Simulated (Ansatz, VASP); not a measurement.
Na3TeF: VASP beside Ansatz

```xyz
5
Lattice="4.7326 0.0000 0.0000 0.0000 4.7326 0.0000 0.0000 0.0000 4.7326" Properties=species:S:1:pos:R:3 pbc="T T T"
Na    2.3663    0.0000    0.0000
Na    0.0000    2.3663    0.0000
Na    0.0000    0.0000    2.3663
Te    2.3663    2.3663    2.3663
F     0.0000    0.0000    0.0000
```

Alike in both runs: functional PBE; k mesh 6 × 6 × 6; occupations gaussian, width 0.02 eV; no spin polarisation.

Ansatz relaxed the structure, and its values are those at the end. VASP's run is a single point on that final structure, the one shown.

```csv
,VASP,Ansatz
version,VASP 6.6.1,Ansatz 0.2.0
potentials or method,"VASP PAW PBE potentials, release 64 (Na_pv, Te, F), cutoff 520 eV","scalar-relativistic, plane waves, PAW"
valence electrons in the cell,34,50
```

Ansatz gave:

```
gap on the k mesh at the Fermi level (eV) : 2.10
least direct gap on the mesh (eV)         : 2.36
pressure (GPa)                            : 0.0
```

Problem. Which values does VASP return?

Solution. gap on the k mesh at the Fermi level (eV): 2.10; least direct gap on the mesh (eV): 2.35; pressure (GPa): 0.0.

VASP's potentials hold 34 valence electrons a cell and Ansatz's 50, so a difference there can come from the potentials and not from the codes.

Spin-orbit coupling is off throughout.
